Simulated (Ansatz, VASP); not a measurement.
## Sb in VASP and in Ansatz

File INCAR:

```
SYSTEM = Sb
PREC = Accurate ; ENCUT = 520
EDIFF = 1E-6 ; ISMEAR = 0
SIGMA = 0.1 ; LREAL = .FALSE.
LASPH = .TRUE. ; NELM = 80
ALGO = Normal ; ISIF = 2
LWAVE = .FALSE. ; LCHARG = .FALSE.
GGA = PS ; NBANDS = 8
```

Contents of KPOINTS:

```
regular mesh
0
G
  18 18 18
  0 0 0
```

File POSCAR:

```
Sb
1.0
    3.0617437797      0.0000000000      0.0000000000
    0.0000000000      3.0617437797      0.0000000000
    0.0000000000      0.0000000000      3.1535960931
Sb
1
Direct
    0.0000000000      0.0000000000      0.0000000000
```

Input for Ansatz:

```yaml
crystal:
  lattice:
    - [3.0617437797, 0.0, 0.0]
    - [0.0, 3.0617437797, 0.0]
    - [0.0, 0.0, 3.1535960931]
  atoms:
    - { symbol: Sb, position: [0.0, 0.0, 0.0] }
basis:
  ecutwfc: 420
kpoints:
  mp_grid: { grid: [18, 18, 18] }
hamiltonian:
  xc: pbesol
scf:
  occupations: { method: gaussian, width: 0.1 }
output:
  forces: true
  stress: true
  eigenvalues: true
```

Change from the starting cell: strain along c alone, the other axes held, atoms relaxed: +3.0 %.

Alike in both runs: task single point; functional PBEsol; k mesh 18 × 18 × 18; occupations gaussian, width 0.1 eV; no spin polarisation.

|  | VASP | Ansatz |
| --- | --- | --- |
| version | VASP 6.6.1 | Ansatz 0.2.0 |
| potentials or method | VASP PAW PBE potentials, release 64 (Sb), cutoff 520 eV | scalar-relativistic, plane waves, PAW |
| valence electrons in the cell | 5 | 15 |

```tsv
	VASP	Ansatz	Ansatz less VASP
gap on the k mesh at the Fermi level (eV)	none	none	-
pressure (GPa)	-1.6	-1.7	-0.10
traceless stress, the component that is largest in VASP (GPa)	-2.11	-2.10	+0.015
```

VASP's potentials were made for PBE, not for PBEsol. A gap of «none» marks a metal or a gap that the smearing closes. VASP's potentials hold 5 valence electrons a cell and Ansatz's 15, so a difference there can come from the potentials and not from the codes.

Spin-orbit coupling is off throughout.
